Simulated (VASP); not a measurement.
# BP (F-43m) in VASP: single point with PBE

Aim: the single point of BP with PBE.

Program: VASP 6.6.1. These are calculated values, not measurements. Logs are shortened: lines on timing, memory, paths and dates and some standing lists are left out, and cuts for length are marked.

## 1. The cell of the first run

Symmetry: F-43m, No. 216, cubic system. The conventional cell has a = 4.548 Å, b = 4.548 Å, c = 4.548 Å, α = 90.00°, β = 90.00°, γ = 90.00°. Within 2.6 Å of B (site symmetry -43m) lie 4 P at 1.97 Å. P (site symmetry -43m) has 4 B at 1.97 Å within 2.6 Å.

## 2. Single point, PBE

The input, INCAR:

```
SYSTEM = BP
PREC = Accurate
ENCUT = 500
EDIFF = 1E-6
ISMEAR = 0
SIGMA = 0.02
LREAL = .FALSE.
LASPH = .TRUE.
NELM = 120
ALGO = Normal
ISIF = 2
LWAVE = .FALSE.
LCHARG = .FALSE.
GGA = PE
NBANDS = 11
GGA_COMPAT = .FALSE.
```

The input, KPOINTS:

```
Automatic mesh
0
G
  10 10 10
  0 0 0
```

The input, POSCAR:

```
BP
1.0
    0.0000000000      2.2740784649      2.2740784649
    2.2740784649      0.0000000000      2.2740784649
    2.2740784649      2.2740784649      0.0000000000
B P
1 1
Direct
    0.0000000000      0.0000000000      0.0000000000
    0.2500000000      0.2500000000      0.2500000000
```

Potentials or basis: VASP PAW PBE potentials, release 64 (B, P).

Run with:

```
$ cat potpaw_PBE.64/B/POTCAR potpaw_PBE.64/P/POTCAR > POTCAR
$ mpirun -np 1 vasp_std > vasp.out
```

OUTCAR:

```text
SYSTEM = BP
   PREC = Accurate
   ENCUT = 500
   EDIFF = 1E-6
   ISMEAR = 0
   LREAL = .FALSE.
   LASPH = .TRUE.
   NELM = 120
   ISIF = 2
   GGA = PE

 ion  position               nearest neighbor table
   1  0.000  0.000  0.000-   2 1.97   2 1.97   2 1.97   2 1.97
   2  0.250  0.250  0.250-   1 1.97   1 1.97   1 1.97   1 1.97

  LATTYP: Found a face centered cubic cell.
 ALAT       =     4.5481569298

  Lattice vectors:

 A1 = (   0.0000000000,   2.2740784649,   2.2740784649)
 A2 = (   2.2740784649,   0.0000000000,   2.2740784649)
 A3 = (   2.2740784649,   2.2740784649,   0.0000000000)

Analysis of symmetry for initial positions (statically):
=====================================================================
 Subroutine PRICEL returns:
 Original cell was already a primitive cell.

 Routine SETGRP: Setting up the symmetry group for a
 face centered cubic supercell.

 Subroutine GETGRP returns: Found 24 space group operations
 (whereof 24 operations were pure point group operations)
 out of a pool of 48 trial point group operations.

The static configuration has the point symmetry T_d .

Analysis of symmetry for dynamics (positions and initial velocities):
=====================================================================
 Subroutine PRICEL returns:
 Original cell was already a primitive cell.

 Routine SETGRP: Setting up the symmetry group for a
 face centered cubic supercell.

 Subroutine GETGRP returns: Found 24 space group operations
 (whereof 24 operations were pure point group operations)
 out of a pool of 48 trial point group operations.

The dynamic configuration has the point symmetry T_d .

 Subroutine INISYM returns: Found 24 space group operations
 (whereof 24 operations are pure point group operations),
 and found     1 'primitive' translations

----------------------------------------------------------------------------------------

                                     Primitive cell

  volume of cell :      23.5205

  direct lattice vectors                    reciprocal lattice vectors
     0.000000000  2.274078465  2.274078465    -0.219869282  0.219869282  0.219869282
     2.274078465  0.000000000  2.274078465     0.219869282 -0.219869282  0.219869282
     2.274078465  2.274078465  0.000000000     0.219869282  0.219869282 -0.219869282

  length of vectors
     3.216032607  3.216032607  3.216032607     0.380824768  0.380824768  0.380824768

  position of ions in fractional coordinates (direct lattice)
     0.000000000  0.000000000  0.000000000
     0.250000000  0.250000000  0.250000000

  ion indices of the primitive-cell ions
   primitive index   ion index
                 1           1
                 2           2

----------------------------------------------------------------------------------------

 KPOINTS: Automatic mesh

Automatic generation of k-mesh.
 Grid dimensions read from file:
 generate k-points for:   10   10   10

 Generating k-lattice:

  Cartesian coordinates                     Fractional coordinates (reciprocal lattice)
    -0.021986928  0.021986928  0.021986928     0.100000000  0.000000000  0.000000000
     0.021986928 -0.021986928  0.021986928     0.000000000  0.100000000  0.000000000
     0.021986928  0.021986928 -0.021986928     0.000000000  0.000000000  0.100000000

  Length of vectors
     0.038082477  0.038082477  0.038082477

  Shift w.r.t. Gamma in fractional coordinates (k-lattice)
     0.000000000  0.000000000  0.000000000

 Subroutine IBZKPT returns following result:
 ===========================================

 Found     47 irreducible k-points:

 Following reciprocal coordinates:
            Coordinates               Weight
  0.000000  0.000000  0.000000      1.000000
  0.100000  0.000000  0.000000      8.000000
  0.200000  0.000000  0.000000      8.000000
  0.300000  0.000000  0.000000      8.000000
  0.400000  0.000000  0.000000      8.000000
  0.500000  0.000000  0.000000      4.000000
[... 16 lines left out ...]
  0.300000  0.300000  0.000000      6.000000
  0.400000  0.300000  0.000000     24.000000
 [... further k-points ...]
   k-points           NKPTS =     47   k-points in BZ     NKDIM =     47   number of bands    NBANDS=     11
   number of dos      NEDOS =    301   number of ions     NIONS =      2
   total plane-waves  NPLWV =  13824
   dimension x,y,z NGX =    24 NGY =   24 NGZ =   24
   dimension x,y,z NGXF=    48 NGYF=   48 NGZF=   48
   ions per type =               1   1
   NGX,Y,Z   is equivalent  to a cutoff of  12.41, 12.41, 12.41 a.u.
   NGXF,Y,Z  is equivalent  to a cutoff of  24.81, 24.81, 24.81 a.u.
 SYSTEM =  BP
   PREC   = accura    normal or accurate (medium, high low for compatibility)
   ISTART =      0    job   : 0-new  1-cont  2-samecut
   ICHARG =      2    charge: 1-file 2-atom 10-const
   ISPIN  =      1    spin polarized calculation?
   LNONCOLLINEAR =      F non collinear calculations
   LSORBIT =      F    spin-orbit coupling
   LASPH  =      T    aspherical Exc in radial PAW
   ENCUT  =  500.0 eV  36.75 Ry    6.06 a.u.   5.86  5.86  5.86*2*pi/ulx,y,z
   NELM   =    120;   NELMIN=  2; NELMDL= -5     # of ELM steps
   EDIFF  = 0.1E-05   stopping-criterion for ELM
   LREAL  =      F    real-space projection
   EDIFFG = 0.1E-04   stopping-criterion for IOM
   NSW    =      0    number of steps for IOM
   IBRION =     -1    ionic relax: 0-MD 1-quasi-New 2-CG
   NFREE  =      0    steps in history (QN), initial steepest desc. (CG)
   ISIF   =      2    stress and relaxation
   ISYM   =      2    0-nonsym 1-usesym 2-fastsym
   POTIM  = 0.5000    time-step for ionic-motion
   TEBEG  =    0.0;   TEEND  =   0.0 temperature during run
   PSTRESS=    0.0 pullay stress
   NELECT =       8.0000    total number of electrons
   NUPDOWN=      -1.0000    fix difference up-down
   EMIN   =  10.00;   EMAX   =-10.00  energy-range for DOS
   EFERMI =   0.00;   METHOD = LEGACY
   ISMEAR =     0;   SIGMA  =   0.02  broadening in eV -4-tet -1-fermi 0-gaus
   EFERMI_NEDOS =   21; number of points for ismear=-14 and -15
   IALGO  =     38    algorithm
   IMIX   =      4    mixing-type and parameters
     AMIX     =   0.40;   BMIX     =  1.00
     AMIX_MAG =   1.60;   BMIX_MAG =  1.00
  volume/ion in A,a.u.               =      11.76        79.36
  Fermi-wavevector in a.u.,A,eV,Ry     =   1.142763  2.159508 17.767937  1.305907
  Thomas-Fermi vector in A             =   2.279460
   LORBIT       =      0    0 simple, 1 ext, 2 COOP (PROOUT), +10 PAW based schemes
   GGA     = PE    functional components
   LHFCALC =     F    Hartree Fock is set to
   AEXX    =    0.0000 exact exchange contribution
   IVDW    =     0    specifies the selected vdW correction
   LEPSILON=     F    determine dielectric tensor
   LRPA    =     F    only Hartree local field effects (RPA)
 non-spin polarized calculation
 Gauss-broadening in eV      SIGMA  =   0.02
  energy-cutoff  :      500.00
  volume of cell :       23.52
 maximum number of plane-waves:       610
   NGX = 11   NGY = 11   NGZ = 11

 number of electron       8.0000000 magnetization

 Free energy of the ion-electron system (eV)
  ---------------------------------------------------
  ext. energy  EPLUGINS =         0.00000000
  ---------------------------------------------------
  free energy    TOTEN  =       -12.93057768 eV

  energy without entropy =      -12.93057768  energy(sigma->0) =      -12.93057768

 E-fermi :   7.4774     XC(G=0): -10.8784

 val. band max:        7.3537689645   @ k =   0.0000   0.0000   0.0000
 cond. band min:       8.6021456260   @ k =   0.4000   0.4000   0.0000
 fundamental gap:      1.2483766615
 Fermi energy:         7.4773582102

 k-point     1 :       0.0000    0.0000    0.0000
  band No.  band energies     occupation
      1      -8.0469      2.00000
      2       7.3538      2.00000
      3       7.3538      2.00000
      4       7.3538      2.00000
      5      10.7447      0.00000
      6      10.7447      0.00000
      7      10.7447      0.00000
      8      14.6262      0.00000
      9      18.8215      0.00000
     10      19.4634      0.00000
     11      19.4634      0.00000

 k-point     2 :       0.1000    0.0000    0.0000
  band No.  band energies     occupation
      1      -7.8677      2.00000
      2       6.0567      2.00000
      3       7.0608      2.00000
      4       7.0608      2.00000
      5      11.1505      0.00000
      6      11.1505      0.00000
      7      11.1747      0.00000
      8      15.1543      0.00000
      9      18.7838      0.00000
     10      18.7838      0.00000
     11      19.3866      0.00000

 k-point     3 :       0.2000    0.0000    0.0000
  band No.  band energies     occupation
      1      -7.3372      2.00000
      2       3.7249      2.00000
      3       6.5046      2.00000
      4       6.5046      2.00000
      5      11.3604      0.00000
      6      11.8677      0.00000
      7      11.8677      0.00000
      8      16.3467      0.00000
      9      18.1855      0.00000
     10      18.1855      0.00000
     11      20.2443      0.00000

 k-point     4 :       0.3000    0.0000    0.0000
  band No.  band energies     occupation
      1      -6.4854      2.00000
      2       1.3771      2.00000
      3       6.0176      2.00000
      4       6.0176      2.00000
      5      11.2596      0.00000
      6      12.2002      0.00000
      7      12.2002      0.00000
      8      17.2851      0.00000
      9      18.7549      0.00000
     10      18.7549      0.00000
     11      20.4970      0.00000
[... 239 lines left out ...]
 k-point    22 :      -0.2000    0.2000    0.0000
  band No.  band energies     occupation
      1      -6.1956      2.00000
      2       2.1208      2.00000
      3       3.2081      2.00000
      4       6.1159      2.00000
      5      11.8118      0.00000
      6      12.6527      0.00000
      7      13.7119      0.00000
      8      15.6462      0.00000
      9      16.8510      0.00000
     10      20.9213      0.00000
     11      23.0707      0.00000

 k-point    23 :       0.3000    0.3000    0.0000
  band No.  band energies     occupation
      1      -5.9445      2.00000
      2       2.5281      2.00000
      3       4.1528      2.00000
      4       4.1528      2.00000
      5       8.8832      0.00000
      6      11.2669      0.00000
      7      16.1771      0.00000
      8      16.1771      0.00000
      9      20.3260      0.00000
     10      21.7085      0.00000
     11      23.8091      0.00000

 k-point    24 :       0.4000    0.3000    0.0000
  band No.  band energies     occupation
      1      -5.1250      2.00000
      2       1.2082      2.00000
      3       3.3304      2.00000
      4       3.8596      2.00000
      5       9.1706      0.00000
      6      10.9788      0.00000
      7      16.7840      0.00000
      8      16.7992      0.00000
      9      21.2763      0.00000
     10      22.5778      0.00000
     11      24.3167      0.00000

 [... further k-points ...]

------------------------ aborting loop because EDIFF is reached ----------------------------------------

  FORCE on cell =-STRESS in cart. coord.  units (eV):
  Direction    XX          YY          ZZ          XY          YZ          ZX
  --------------------------------------------------------------------------------------
  -------------------------------------------------------------------------------------
  Total       -0.0289597     -0.0289597     -0.0289597     -0.0000000      0.0000000      0.0000000
  in kB       -1.9726909     -1.9726909     -1.9726909     -0.0000000      0.0000000      0.0000000
  external PRESSURE =      -1.9726909 kB  Pullay stress =       0.0000000 kB

 VOLUME and BASIS-vectors are now :
 -----------------------------------------------------------------------------
  energy-cutoff  :      500.00
  volume of cell :       23.52
      direct lattice vectors                 reciprocal lattice vectors
     0.000000000  2.274078465  2.274078465    -0.219869282  0.219869282  0.219869282
     2.274078465  0.000000000  2.274078465     0.219869282 -0.219869282  0.219869282
     2.274078465  2.274078465  0.000000000     0.219869282  0.219869282 -0.219869282

 POSITION                                       TOTAL-FORCE (eV/Angst)
 -----------------------------------------------------------------------------------
      0.00000      0.00000      0.00000        -0.000000     -0.000000     -0.000000
      1.13704      1.13704      1.13704         0.000000      0.000000      0.000000
 -----------------------------------------------------------------------------------
    total drift:                                0.000000      0.000000      0.000000

  FREE ENERGIE OF THE ION-ELECTRON SYSTEM (eV)
  ---------------------------------------------------
  free  energy   TOTEN  =       -12.9305776820 eV

  energy  without entropy=      -12.9305776820  energy(sigma->0) =      -12.93057768
```

Run time: 5.8 s. Hardware: 1 thread of Intel Xeon Platinum 8375C at 2.90GHz (Ice Lake), shared host; peak memory 0.13 GiB.

What came out:

```
Free energy            : -12.9306 eV
Pressure               : -0.2 GPa
Band gap on the k mesh : 1.25 eV (least direct gap 3.39 eV)
```

A k mesh can miss the band edges.
